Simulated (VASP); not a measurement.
Here is a VASP 6.6.1 calculation.

File INCAR:

```
PREC = Accurate
ENCUT = 520
EDIFF = 1E-7
ISMEAR = -1
SIGMA = 0.05
LREAL = False
LASPH = True
NELM = 150
ALGO = Normal
ISIF = 2
LWAVE = False
LCHARG = False
ISPIN = 2
MAGMOM = 3 0
LORBIT = 11
LMAXMIX = 4
GGA = PS
NBANDS = 18
```

File KPOINTS:

```
Automatic mesh
0
Gamma
  9 9 9
```

Contents of POSCAR:

```
FeO
1.0
    1.5144364440      0.8692975523      2.5195772846
   -1.5232053606      0.8844857613      2.5195772846
    0.0087689166     -1.7537833136      2.5195772846
Fe O
1 1
Direct
    0.0000000000      0.0000000000      0.0000000000
    0.5000000000      0.5000000000      0.5000000000
```

Potentials or basis: VASP PAW PBE potentials, release 64 (Fe, O).

The run is started by

```bash
$ cat potpaw_PBE.64/Fe/POTCAR potpaw_PBE.64/O/POTCAR > POTCAR
$ mpirun -np 1 vasp_std > vasp.out
```

(1) Estimate the net moment.

(2) Predict the pressure.

Results:

(1) 4.00 μB per cell.

(2) -9.2 GPa.

Caveat: the cell stands under tension; the PAW data sets were made with another functional, which shifts forces and pressure a little; a cell with one magnetic atom can't hold antiferromagnetic order, which such compounds often take.
